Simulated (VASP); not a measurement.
A run of VASP 6.6.1 is set up as follows.

Contents of POSCAR:

```
BeTe
1.0
    0.0000000000      2.8286228801      2.8286228801
    2.8286228801      0.0000000000      2.8286228801
    2.8286228801      2.8286228801      0.0000000000
Be Te
1 1
Direct
    0.0000000000      0.0000000000      0.0000000000
    0.2500000000      0.2500000000      0.2500000000
```

Contents of INCAR.step1:

```
  ALGO = Normal
  EDIFF = 1E-5
  ENCUT = 520
  GGA = PE
  ISIF = 2
  ISMEAR = 0
  LASPH = True
  LCHARG = False
  LREAL = False
  LWAVE = True
  NBANDS = 11
  NELM = 60
  PREC = Accurate
  SIGMA = 0.01
```

The input INCAR.step2:

```
  ALGO = Normal
  EDIFF = 1E-7
  ENCUT = 520
  GGA = PE
  HFSCREEN = 0.2079
  ISIF = 2
  ISMEAR = 0
  ISTART = 1
  LASPH = True
  LCHARG = False
  LHFCALC = True
  LREAL = False
  LWAVE = False
  NBANDS = 11
  NELM = 60
  PREC = Accurate
  PRECFOCK = Normal
  SIGMA = 0.01
```

File KPOINTS:

```
k-points
0
Gamma
  4 4 4
```

Potentials or basis: VASP PAW PBE potentials, release 64 (Be, Te).

Launch:

```console
$ cat potpaw_PBE.64/Be/POTCAR potpaw_PBE.64/Te/POTCAR > POTCAR
$ cp INCAR.step1 INCAR
$ mpirun -np 1 vasp_std > vasp.out
$ cp INCAR.step2 INCAR
$ mpirun -np 1 vasp_std > vasp.out
```

(1) Predict the pressure.

(2) What does it give for the band gap on the k mesh?

## Answers

(1) -0.5 GPa.

(2) 2.69 eV, indirect (least direct gap 4.49 eV).

Caveat: the k points lie up to 0.48 Å⁻¹ apart; the PAW data sets were made with another functional, which shifts forces and pressure a little; spin-orbit coupling is left out, which moves the levels of the heavy elements.
